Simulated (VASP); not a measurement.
# YZr3 (P4/mmm) in VASP: further runs, part 2 of 2

VASP 6.6.1.

## (3) Single point, PBE

This run uses another cell than the first one, of 25.33 Å³/atom.

File INCAR:

```
SYSTEM = YZr3
ALGO     = Fast           ! electronic algorithm
EDIFF    = 1E-6           ! SCF threshold, eV
ENCUT    = 520            ! plane-wave cutoff, eV
GGA      = PE             ! functional
ISIF     = 2              ! what is computed and relaxed
ISMEAR   = -1             ! smearing method
LASPH    = .TRUE.         ! aspherical terms in the spheres
LCHARG   = .TRUE.         ! write CHGCAR
LELF     = .TRUE.         ! ELF
LREAL    = .FALSE.        ! projectors in reciprocal space
LVHAR    = .TRUE.       
LWAVE    = .FALSE.        ! write WAVECAR
NBANDS   = 32             ! bands
NELM     = 80             ! most SCF steps
PREC     = Accurate       ! precision mode
SIGMA    = 0.15           ! smearing width, eV
```

File KPOINTS:

```
k-points
0
G
  14 14 6
  0 0 0
```

File POSCAR:

```
YZr3
1.0
    3.2450466491      0.0000000000      0.0000000000
    0.0000000000      3.2450466491      0.0000000000
    0.0000000000      0.0000000000      9.6228232609
Y Zr
1 3
Direct
    0.0000000000      0.0000000000      0.0000000000
    0.5000000000      0.5000000000      0.7286626084
    0.0000000000      0.0000000000      0.5000000000
    0.5000000000      0.5000000000      0.2713373916
```

Potentials or basis: VASP PAW PBE potentials, release 64 (Y_sv, Zr_sv).

The run is started by

```bash
$ cat potpaw_PBE.64/Y_sv/POTCAR potpaw_PBE.64/Zr_sv/POTCAR > POTCAR
$ mpirun -np 1 vasp_std > vasp.out
```

OUTCAR:

```text
SYSTEM = YZr3
   EDIFF = 1E-6
   ENCUT = 520
   GGA = PE
   ISIF = 2
   ISMEAR = -1
   LASPH = .TRUE.
   LREAL = .FALSE.
   NELM = 80
   PREC = Accurate

 ion  position               nearest neighbor table
   1  0.000  0.000  0.000-   2 3.48   4 3.48   2 3.48   4 3.48   2 3.48   4 3.48   2 3.48   4 3.48

   2  0.500  0.500  0.729-   3 3.18   3 3.18   3 3.18   3 3.18   1 3.48   1 3.48   1 3.48   1 3.48

   3  0.000  0.000  0.500-   2 3.18   4 3.18   2 3.18   4 3.18   2 3.18   4 3.18   2 3.18   4 3.18

   4  0.500  0.500  0.271-   3 3.18   3 3.18   3 3.18   3 3.18   1 3.48   1 3.48   1 3.48   1 3.48

  LATTYP: Found a simple tetragonal cell.
 ALAT       =     3.2450466491
 C/A-ratio  =     2.9653882676

  Lattice vectors:

 A1 = (   3.2450466491,   0.0000000000,   0.0000000000)
 A2 = (   0.0000000000,   3.2450466491,   0.0000000000)
 A3 = (   0.0000000000,   0.0000000000,   9.6228232609)

Analysis of symmetry for initial positions (statically):
=====================================================================
 Subroutine PRICEL returns:
 Original cell was already a primitive cell.

 Routine SETGRP: Setting up the symmetry group for a
 simple tetragonal supercell.

 Subroutine GETGRP returns: Found 16 space group operations
 (whereof 16 operations were pure point group operations)
 out of a pool of 16 trial point group operations.

The static configuration has the point symmetry D_4h.

Analysis of symmetry for dynamics (positions and initial velocities):
=====================================================================
 Subroutine PRICEL returns:
 Original cell was already a primitive cell.

 Routine SETGRP: Setting up the symmetry group for a
 simple tetragonal supercell.

 Subroutine GETGRP returns: Found 16 space group operations
 (whereof 16 operations were pure point group operations)
 out of a pool of 16 trial point group operations.

The dynamic configuration has the point symmetry D_4h.

 Subroutine INISYM returns: Found 16 space group operations
 (whereof 16 operations are pure point group operations),
 and found     1 'primitive' translations

[... 119 lines left out ...]
  volume/ion in A,a.u.               =      25.33       170.95
  Fermi-wavevector in a.u.,A,eV,Ry     =   1.267241  2.394739 21.849603  1.605901
  Thomas-Fermi vector in A             =   2.400400
   LORBIT       =      0    0 simple, 1 ext, 2 COOP (PROOUT), +10 PAW based schemes
   GGA     = PE    functional components
   LHFCALC =     F    Hartree Fock is set to
   AEXX    =    0.0000 exact exchange contribution
   IVDW    =     0    specifies the selected vdW correction
   LEPSILON=     F    determine dielectric tensor
   LRPA    =     F    only Hartree local field effects (RPA)
 non-spin polarized calculation
 RMM-DIIS sequential band-by-band and
  energy-cutoff  :      520.00
  volume of cell :      101.33
 maximum number of plane-waves:      2768
   NGX = 13   NGY = 13   NGZ = 35

 number of electron      46.9999998 magnetization

 Free energy of the ion-electron system (eV)
  ---------------------------------------------------
  ext. energy  EPLUGINS =         0.00000000
  ---------------------------------------------------
  free energy    TOTEN  =       -31.85652720 eV

  energy without entropy =      -31.40195448  energy(sigma->0) =      -31.62924084

 E-fermi :   7.1170     XC(G=0): -10.6326

 val. band max:        7.1146371473   @ k =   0.2857   0.0000   0.3333
 cond. band min:       7.1173131973   @ k =   0.2857   0.0714   0.5000
 fundamental gap:      0.0026760500
 Fermi energy:         7.1169689506

 k-point     1 :       0.0000    0.0000    0.0000
  band No.  band energies     occupation
      1     -41.6596      2.00000
      2     -41.6208      2.00000
      3     -41.4877      2.00000
      4     -35.2301      2.00000
      5     -19.9491      2.00000
      6     -19.6834      2.00000
[... 829 lines left out ...]
     31       9.9290      0.00000
     32      10.2531      0.00000

 [... further k-points ...]

------------------------ aborting loop because EDIFF is reached ----------------------------------------

  FORCE on cell =-STRESS in cart. coord.  units (eV):
  Direction    XX          YY          ZZ          XY          YZ          ZX
  --------------------------------------------------------------------------------------
  -------------------------------------------------------------------------------------
  Total       -0.0285957     -0.0285957     -0.0416330      0.0000000      0.0000000      0.0000000
  in kB       -0.4521345     -0.4521345     -0.6582698      0.0000000      0.0000000      0.0000000
  external PRESSURE =      -0.5208463 kB  Pullay stress =       0.0000000 kB

 VOLUME and BASIS-vectors are now :
 -----------------------------------------------------------------------------
  energy-cutoff  :      520.00
  volume of cell :      101.33
      direct lattice vectors                 reciprocal lattice vectors
     3.245046649  0.000000000  0.000000000     0.308161980  0.000000000  0.000000000
     0.000000000  3.245046649  0.000000000     0.000000000  0.308161980  0.000000000
     0.000000000  0.000000000  9.622823261     0.000000000  0.000000000  0.103919606

 POSITION                                       TOTAL-FORCE (eV/Angst)
 -----------------------------------------------------------------------------------
      0.00000      0.00000      0.00000        -0.000000      0.000000      0.000000
      1.62252      1.62252      7.01179         0.000000      0.000000      0.007084
      0.00000      0.00000      4.81141        -0.000000      0.000000      0.000000
      1.62252      1.62252      2.61103        -0.000000     -0.000000     -0.007084
 -----------------------------------------------------------------------------------
    total drift:                                0.000000     -0.000000     -0.000000

  FREE ENERGIE OF THE ION-ELECTRON SYSTEM (eV)
  ---------------------------------------------------
  free  energy   TOTEN  =       -31.8565272004 eV

  energy  without entropy=      -31.4019544839  energy(sigma->0) =      -31.62924084
```

OSZICAR:

```text
N       E                     dE             d eps       ncg     rms          rms(c)
DAV:   1     0.423902880285E+03    0.42390E+03   -0.24389E+04  9216   0.144E+03
DAV:   2     0.222993666314E+01   -0.42167E+03   -0.40832E+03 10464   0.413E+02
DAV:   3    -0.311645259180E+02   -0.33394E+02   -0.32120E+02 15712   0.781E+01
[... 22 lines left out ...]
RMM:  26    -0.318565227622E+02   -0.14199E-05   -0.15756E-05  7626   0.888E-03    0.326E-03
RMM:  27    -0.318565241927E+02   -0.14305E-05   -0.12733E-05  8456   0.853E-03    0.531E-03
RMM:  28    -0.318565251903E+02   -0.99756E-06   -0.10382E-05  7147   0.712E-03    0.556E-03
RMM:  29    -0.318565264266E+02   -0.12363E-05   -0.85775E-06  8273   0.759E-03    0.875E-03
RMM:  30    -0.318565272004E+02   -0.77377E-06   -0.71866E-06  7152   0.615E-03
   1 F= -.31856527E+02 E0= -.31629241E+02  d E =-.454573E+00
```

Wall time 19 min (1 thread of Intel Xeon 8259CL, shared host); peak memory 0.53 GiB.

Results:

- Free energy: -31.8565 eV
- Pressure: -0.1 GPa
- Largest force: 0.007 eV/Å
- Band gap on the k mesh: zero (an odd number of electrons rules out a gap without spin polarisation)

Forces on the atoms (eV/Å):
```
Y    0.000  0.000  0.000
Zr   0.000  0.000  0.007
Zr   0.000  0.000  0.000
Zr   0.000  0.000 -0.007
```

Levels at points of the mesh, in eV from the Fermi level:
```
           k point  band 19  band 20  band 21  band 22  band 23  band 24  band 25  band 26  band 27  band 28
(0.00, 0.00, 0.00)    -3.32    -2.68    -1.97    -0.85    -0.29     0.70     0.98     1.15     1.15     1.33
(0.50, 0.00, 0.00)    -1.80    -1.60    -0.46    -0.35    -0.13     0.17     0.79     0.93     0.97     1.00
(0.50, 0.50, 0.00)    -1.88    -1.88    -1.60    -1.47    -0.29    -0.29     0.02     0.02     2.07     2.77
(0.00, 0.00, 0.50)    -2.76    -2.43    -1.90    -1.16     0.40     0.51     0.71     1.26     1.26     1.99
(0.50, 0.00, 0.50)    -2.26    -1.97    -0.05     0.02     0.23     0.41     0.55     0.60     0.84     0.87
(0.50, 0.50, 0.50)    -1.98    -1.89    -1.66    -1.66    -1.12    -1.12     1.52     1.52     1.70     1.70
```
